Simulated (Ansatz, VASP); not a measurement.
## AlN: VASP beside Ansatz

```xyz
2
Lattice="0.0000 2.0355 2.2653 2.2653 0.0000 2.2653 2.2653 2.0355 0.0000" Properties=species:S:1:pos:R:3 pbc="T T T"
Al    0.0000    0.0000    0.0000
N     3.3979    3.0532    3.3979
```

Change from the starting cell: mode 4 frozen in at +0.000 Å, strain +e along z and -e/2 along x and y -0.0700.

Alike in both runs: task single point; functional PBEsol; k mesh 10 × 10 × 10; occupations gaussian, width 0.05 eV; no spin polarisation.

```csv
,VASP,Ansatz
version,VASP 6.6.1,Ansatz 0.2.0
potentials or method,"VASP PAW PBE potentials, release 64 (Al, N), cutoff 520 eV","scalar-relativistic, plane waves, PAW"
valence electrons in the cell,8,8
```

```csv
,VASP,Ansatz,Ansatz less VASP
gap on the k mesh at the Fermi level (eV),2.72,2.73,+0.009
least direct gap on the mesh (eV),3.82,3.80,-0.015
pressure (GPa),-0.2,-0.2,-0.01
"traceless stress, the component that is largest in VASP (GPa)",6.38,6.37,-0.010
```

VASP's potentials were made for PBE, not for PBEsol, and Ansatz warns of the same on its side. With one functional, cell and mesh, what is left measures potentials, basis and numerics.
